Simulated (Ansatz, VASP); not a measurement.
**Two plane-wave programs on Si2Ni**

```
Ni Si
1.0
     0.00000    2.70300    2.70300
     2.70300    0.00000    2.70300
     2.70300    2.70300    0.00000
Ni Si
1 2
Direct
  0.00000 0.00000 0.00000
  0.75000 0.75000 0.75000
  0.25000 0.25000 0.25000
```

Alike in both runs: task single point; functional PBEsol; k mesh 9 × 9 × 9; occupations gaussian, width 0.02 eV; collinear spin; Hubbard terms Ni d U = 7.0 eV.

```csv
,VASP,Ansatz
version,VASP 6.6.1,Ansatz 0.2.0
potentials or method,"VASP PAW PBE potentials, release 64 (Ni_sv_GW, Si)",Ansatz PAW earlier set
plane-wave cutoff (eV),590,1080
valence electrons in the cell,26,26
```

VASP gave:

| Property | Result |
| --- | --- |
| gap on the k mesh at the Fermi level (eV) | none |
| pressure (GPa) | -3.0 |
| net moment per atom (μB) | 0.00 |

Task: Which values does Ansatz return?

Result: gap on the k mesh at the Fermi level (eV): none; pressure (GPa): -1.1; net moment per atom (μB): 0.00.

VASP's potentials were made for PBE, not for PBEsol. The programs project onto different local orbitals, so the same U acts differently, and such runs can settle in different states. A gap of «none» marks a metal or a gap that the smearing closes.

Noted on Ansatz's run: the magnetic or orbital state may not be the lowest.
